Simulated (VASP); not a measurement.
# SnSe (Pnma) in VASP: single point with PBEsol

Aim: the single point of SnSe with PBEsol.

Program: VASP 6.6.1. These are calculated values, not measurements. Logs are shortened: lines on timing, memory, paths and dates and some standing lists are left out, and cuts for length are marked.

**Experimental background.**

“Linear dichroism of the optical properties of SnS and SnSe van der Waals crystals”, 2024, arxiv:2409.17412 reports, for a bulk crystal of SnSe at 20 K: band gap 0.99 eV (indirect).

The results are compared with them further down.

### Step 1. The cell of the first run

Symmetry: Pnma, No. 62, orthorhombic system. The conventional cell has a = 11.420 Å, b = 4.190 Å, c = 4.460 Å, α = 90.00°, β = 90.00°, γ = 90.00°. Within 3.6 Å of Sn (site symmetry m) lie 6 Se at 2.69 to 3.51 Å and 2 Sn at 3.60 Å. Within 3.6 Å of Se (site symmetry m) lie 6 Sn at 2.69 to 3.51 Å.

### Step 2. Single point, PBEsol

INCAR

```
SYSTEM = SnSe
PREC = Accurate
ENCUT = 520
EDIFF = 1E-7
ISMEAR = 0
SIGMA = 0.01
LREAL = .False.
LASPH = .True.
NELM = 80
ALGO = Normal
ISIF = 2
LWAVE = .False.
LCHARG = .False.
GGA = PS
NBANDS = 50
```

KPOINTS

```
regular mesh
0
Gamma
  2 5 5
  0 0 0
```

POSCAR

```
SnSe
1.0
   11.4200000000      0.0000000000      0.0000000000
    0.0000000000      4.1900000000      0.0000000000
    0.0000000000      0.0000000000      4.4600000000
Sn Se
4 4
Direct
    0.1230000000      0.2500000000      0.0910000000
    0.3770000000      0.7500000000      0.5910000000
    0.6230000000      0.2500000000      0.4090000000
    0.8770000000      0.7500000000      0.9090000000
    0.3570000000      0.2500000000      0.0160000000
    0.1430000000      0.7500000000      0.5160000000
    0.8570000000      0.2500000000      0.4840000000
    0.6430000000      0.7500000000      0.9840000000
```

Potentials or basis: VASP PAW PBE potentials, release 64 (Sn_d, Se).

The run is started by

```console
$ cat potpaw_PBE.64/Sn_d/POTCAR potpaw_PBE.64/Se/POTCAR > POTCAR
$ mpirun -np 1 vasp_std > vasp.out
```

OUTCAR:

```text
SYSTEM = SnSe
   PREC = Accurate
   ENCUT = 520
   EDIFF = 1E-7
   ISMEAR = 0
   LREAL = .False.
   LASPH = .True.
   NELM = 80
   ISIF = 2
   GGA = PS

 ion  position               nearest neighbor table
   1  0.123  0.250  0.091-   5 2.69   6 2.83   6 2.83   4 3.60   4 3.60
   2  0.377  0.750  0.591-   6 2.69   5 2.83   5 2.83   3 3.60   3 3.60
   3  0.623  0.250  0.409-   7 2.69   8 2.83   8 2.83   2 3.60   2 3.60
   4  0.877  0.750  0.909-   8 2.69   7 2.83   7 2.83   1 3.60   1 3.60
   5  0.357  0.250  0.016-   1 2.69   2 2.83   2 2.83
   6  0.143  0.750  0.516-   2 2.69   1 2.83   1 2.83
   7  0.857  0.250  0.484-   3 2.69   4 2.83   4 2.83
   8  0.643  0.750  0.984-   4 2.69   3 2.83   3 2.83

  LATTYP: Found a simple orthorhombic cell.
 ALAT       =     4.1900000000
 B/A-ratio  =     1.0644391408
 C/A-ratio  =     2.7255369928

  Lattice vectors:

 A1 = (   0.0000000000,   4.1900000000,   0.0000000000)
 A2 = (   0.0000000000,   0.0000000000,   4.4600000000)
 A3 = (  11.4200000000,   0.0000000000,   0.0000000000)

Analysis of symmetry for initial positions (statically):
=====================================================================
 Subroutine PRICEL returns:
 Original cell was already a primitive cell.

 Routine SETGRP: Setting up the symmetry group for a
 simple orthorhombic supercell.

 Subroutine GETGRP returns: Found  8 space group operations
 (whereof  2 operations were pure point group operations)
 out of a pool of  8 trial point group operations.

The static configuration has the point symmetry S_2 .
 The point group associated with its full space group is D_2h.

Analysis of symmetry for dynamics (positions and initial velocities):
=====================================================================
 Subroutine PRICEL returns:
 Original cell was already a primitive cell.

 Routine SETGRP: Setting up the symmetry group for a
 simple orthorhombic supercell.

 Subroutine GETGRP returns: Found  8 space group operations
 (whereof  2 operations were pure point group operations)
 out of a pool of  8 trial point group operations.

The dynamic configuration has the point symmetry S_2 .
 The point group associated with its full space group is D_2h.

 Subroutine INISYM returns: Found  8 space group operations
 (whereof  2 operations are pure point group operations),
 and found     1 'primitive' translations

----------------------------------------------------------------------------------------

                                     Primitive cell

  volume of cell :     213.4101

  direct lattice vectors                    reciprocal lattice vectors
    11.420000000  0.000000000  0.000000000     0.087565674  0.000000000  0.000000000
     0.000000000  4.190000000  0.000000000     0.000000000  0.238663484  0.000000000
     0.000000000  0.000000000  4.460000000     0.000000000  0.000000000  0.224215247

  length of vectors
    11.420000000  4.190000000  4.460000000     0.087565674  0.238663484  0.224215247

  position of ions in fractional coordinates (direct lattice)
     0.123000000  0.250000000  0.091000000
     0.377000000  0.750000000  0.591000000
     0.623000000  0.250000000  0.409000000
     0.877000000  0.750000000  0.909000000
     0.357000000  0.250000000  0.016000000
     0.143000000  0.750000000  0.516000000
     0.857000000  0.250000000  0.484000000
     0.643000000  0.750000000  0.984000000

  ion indices of the primitive-cell ions
   primitive index   ion index
                 1           1
                 2           2
                 3           3
                 4           4
                 5           5
                 6           6
                 7           7
                 8           8

----------------------------------------------------------------------------------------

 KPOINTS: regular mesh

Automatic generation of k-mesh.
 Grid dimensions read from file:
 generate k-points for:    2    5    5

 Generating k-lattice:

  Cartesian coordinates                     Fractional coordinates (reciprocal lattice)
     0.043782837  0.000000000  0.000000000     0.500000000  0.000000000  0.000000000
     0.000000000  0.047732697  0.000000000     0.000000000  0.200000000  0.000000000
     0.000000000  0.000000000  0.044843049     0.000000000  0.000000000  0.200000000

  Length of vectors
     0.043782837  0.047732697  0.044843049

  Shift w.r.t. Gamma in fractional coordinates (k-lattice)
     0.000000000  0.000000000  0.000000000

 Subroutine IBZKPT returns following result:
 ===========================================

 Found     18 irreducible k-points:

 Following reciprocal coordinates:
            Coordinates               Weight
  0.000000  0.000000  0.000000      1.000000
  0.500000  0.000000  0.000000      1.000000
  0.000000  0.200000  0.000000      2.000000
  0.500000  0.200000  0.000000      2.000000
  0.000000  0.400000  0.000000      2.000000
  0.500000  0.400000  0.000000      2.000000
[... 10 lines left out ...]
  0.000000  0.400000  0.400000      4.000000
  0.500000  0.400000  0.400000      4.000000
   k-points           NKPTS =     18   k-points in BZ     NKDIM =     18   number of bands    NBANDS=     50
   number of dos      NEDOS =    301   number of ions     NIONS =      8
   total plane-waves  NPLWV = 103680
   dimension x,y,z NGX =    90 NGY =   32 NGZ =   36
   dimension x,y,z NGXF=   180 NGYF=   64 NGZF=   72
   ions per type =               4   4
   NGX,Y,Z   is equivalent  to a cutoff of  13.10, 12.70, 13.42 a.u.
   NGXF,Y,Z  is equivalent  to a cutoff of  26.20, 25.39, 26.84 a.u.
 SYSTEM =  SnSe
   PREC   = accura    normal or accurate (medium, high low for compatibility)
   ISTART =      0    job   : 0-new  1-cont  2-samecut
   ICHARG =      2    charge: 1-file 2-atom 10-const
   ISPIN  =      1    spin polarized calculation?
   LNONCOLLINEAR =      F non collinear calculations
   LSORBIT =      F    spin-orbit coupling
   LASPH  =      T    aspherical Exc in radial PAW
   ENCUT  =  520.0 eV  38.22 Ry    6.18 a.u.  21.23  7.79  8.29*2*pi/ulx,y,z
   NELM   =     80;   NELMIN=  2; NELMDL= -5     # of ELM steps
   EDIFF  = 0.1E-06   stopping-criterion for ELM
   LREAL  =      F    real-space projection
   EDIFFG = 0.1E-05   stopping-criterion for IOM
   NSW    =      0    number of steps for IOM
   IBRION =     -1    ionic relax: 0-MD 1-quasi-New 2-CG
   NFREE  =      0    steps in history (QN), initial steepest desc. (CG)
   ISIF   =      2    stress and relaxation
   ISYM   =      2    0-nonsym 1-usesym 2-fastsym
   POTIM  = 0.5000    time-step for ionic-motion
   TEBEG  =    0.0;   TEEND  =   0.0 temperature during run
   PSTRESS=    0.0 pullay stress
   NELECT =      80.0000    total number of electrons
   NUPDOWN=      -1.0000    fix difference up-down
   EMIN   =  10.00;   EMAX   =-10.00  energy-range for DOS
   EFERMI =   0.00;   METHOD = LEGACY
   ISMEAR =     0;   SIGMA  =   0.01  broadening in eV -4-tet -1-fermi 0-gaus
   EFERMI_NEDOS =   21; number of points for ismear=-14 and -15
   IALGO  =     38    algorithm
   IMIX   =      4    mixing-type and parameters
     AMIX     =   0.40;   BMIX     =  1.00
     AMIX_MAG =   1.60;   BMIX_MAG =  1.00
  volume/ion in A,a.u.               =      26.68       180.02
  Fermi-wavevector in a.u.,A,eV,Ry     =   1.180411  2.230653 18.957944  1.393370
  Thomas-Fermi vector in A             =   2.316704
   LORBIT       =      0    0 simple, 1 ext, 2 COOP (PROOUT), +10 PAW based schemes
   GGA     = PS    functional components
   LHFCALC =     F    Hartree Fock is set to
   AEXX    =    0.0000 exact exchange contribution
   IVDW    =     0    specifies the selected vdW correction
   LEPSILON=     F    determine dielectric tensor
   LRPA    =     F    only Hartree local field effects (RPA)
 non-spin polarized calculation
 Gauss-broadening in eV      SIGMA  =   0.01
  energy-cutoff  :      520.00
  volume of cell :      213.41
 maximum number of plane-waves:      5769
 NGX is ok and might be reduce to    90
   NGX = 43   NGY = 15   NGZ = 17

 number of electron      80.0000000 magnetization

 Free energy of the ion-electron system (eV)
  ---------------------------------------------------
  ext. energy  EPLUGINS =         0.00000000
  ---------------------------------------------------
  free energy    TOTEN  =       -35.84477296 eV

  energy without entropy =      -35.84477296  energy(sigma->0) =      -35.84477296

 E-fermi :   5.3098     XC(G=0):  -9.8767

 val. band max:        5.2592783634   @ k =   0.0000   0.0000   0.4000
 cond. band min:       6.0506220612   @ k =   0.0000   0.4000   0.2000
 fundamental gap:      0.7913436977
 Fermi energy:         5.3098488656

 k-point     1 :       0.0000    0.0000    0.0000
  band No.  band energies     occupation
      1     -15.9138      2.00000
      2     -15.9030      2.00000
      3     -15.9002      2.00000
      4     -15.8994      2.00000
      5     -15.8970      2.00000
      6     -15.8948      2.00000
[... 42 lines left out ...]
     49       9.8878      0.00000
     50       9.9502      0.00000

 k-point     2 :       0.5000    0.0000    0.0000
  band No.  band energies     occupation
      1     -15.9085      2.00000
      2     -15.9085      2.00000
      3     -15.8992      2.00000
      4     -15.8992      2.00000
      5     -15.8986      2.00000
      6     -15.8986      2.00000
[... 42 lines left out ...]
     49      10.2798      0.00000
     50      10.2799      0.00000

 k-point     3 :       0.0000    0.2000    0.0000
  band No.  band energies     occupation
      1     -15.9061      2.00000
      2     -15.9030      2.00000
      3     -15.9027      2.00000
      4     -15.8998      2.00000
      5     -15.8973      2.00000
      6     -15.8934      2.00000
[... 784 lines left out ...]
     49      10.2679      0.00000
     50      10.6562      0.00000

 k-point    18 :       0.5000    0.4000    0.4000
  band No.  band energies     occupation
      1     -15.9183      2.00000
      2     -15.9183      2.00000
      3     -15.9161      2.00000
      4     -15.9161      2.00000
      5     -15.8850      2.00000
      6     -15.8850      2.00000
[... 42 lines left out ...]
     49      10.6492      0.00000
     50      10.6493      0.00000

------------------------ aborting loop because EDIFF is reached ----------------------------------------

  FORCE on cell =-STRESS in cart. coord.  units (eV):
  Direction    XX          YY          ZZ          XY          YZ          ZX
  --------------------------------------------------------------------------------------
  -------------------------------------------------------------------------------------
  Total        1.7241613     -1.6958674     -2.0216032      0.0000000      0.0000000      0.0000000
  in kB       12.9441486    -12.7317323    -15.1771953      0.0000000      0.0000000      0.0000000
  external PRESSURE =      -4.9882597 kB  Pullay stress =       0.0000000 kB

 VOLUME and BASIS-vectors are now :
 -----------------------------------------------------------------------------
  energy-cutoff  :      520.00
  volume of cell :      213.41
      direct lattice vectors                 reciprocal lattice vectors
    11.420000000  0.000000000  0.000000000     0.087565674  0.000000000  0.000000000
     0.000000000  4.190000000  0.000000000     0.000000000  0.238663484  0.000000000
     0.000000000  0.000000000  4.460000000     0.000000000  0.000000000  0.224215247

 POSITION                                       TOTAL-FORCE (eV/Angst)
 -----------------------------------------------------------------------------------
      1.40466      1.04750      0.40586        -0.232454      0.000000      0.063053
      4.30534      3.14250      2.63586         0.232454      0.000000      0.063053
      7.11466      1.04750      1.82414        -0.232454     -0.000000     -0.063053
     10.01534      3.14250      4.05414         0.232454     -0.000000     -0.063053
      4.07694      1.04750      0.07136         0.184511     -0.000000     -0.071473
      1.63306      3.14250      2.30136        -0.184511     -0.000000     -0.071473
      9.78694      1.04750      2.15864         0.184511      0.000000      0.071473
      7.34306      3.14250      4.38864        -0.184511     -0.000000      0.071473
 -----------------------------------------------------------------------------------
    total drift:                                0.000000     -0.000000      0.000000

  FREE ENERGIE OF THE ION-ELECTRON SYSTEM (eV)
  ---------------------------------------------------
  free  energy   TOTEN  =       -35.8447729646 eV

  energy  without entropy=      -35.8447729646  energy(sigma->0) =      -35.84477296
```

Wall time 5.4 min (1 thread of Intel Xeon 8259CL, shared host); peak memory 0.4 GiB.

Results:

```yaml
Free_energy: -35.8448 eV
Pressure: -0.5 GPa
Largest_force: 0.241 eV/Å
Band_gap_on_the_k_mesh: 0.79 eV (least direct gap 0.97 eV)
```

Forces in eV/Å, atoms in the order of the input:
```
Sn  -0.232  0.000  0.063
Sn   0.232  0.000  0.063
Sn  -0.232  0.000 -0.063
Sn   0.232  0.000 -0.063
Se   0.185  0.000 -0.071
Se  -0.185  0.000 -0.071
Se   0.185  0.000  0.071
Se  -0.185  0.000  0.071
```

Caveat: the PAW data sets were made with another functional, which shifts forces and pressure a little; spin-orbit coupling is left out, which moves the levels of the heavy elements; an odd mesh through Γ misses points on the zone boundary, where band edges can lie.

### Step 3. Comparison with measurements

Step 2. A measured gap of SnSe is 0.99 eV (indirect; 20 K; “Linear dichroism of the optical properties of SnS and SnSe van der Waals crystals”, 2024, arxiv:2409.17412); the calculated 0.79 eV misses it by -0.20 eV. 2 values of this kind are on record (0.89 to 0.99 eV); this one was drawn at random. Spin-orbit coupling on Se, Sn is left out. The value is that of PBEsol on a finite k mesh, which can miss the band edges, without temperature or zero-point motion. Semilocal functionals fall short of measured gaps as a rule.
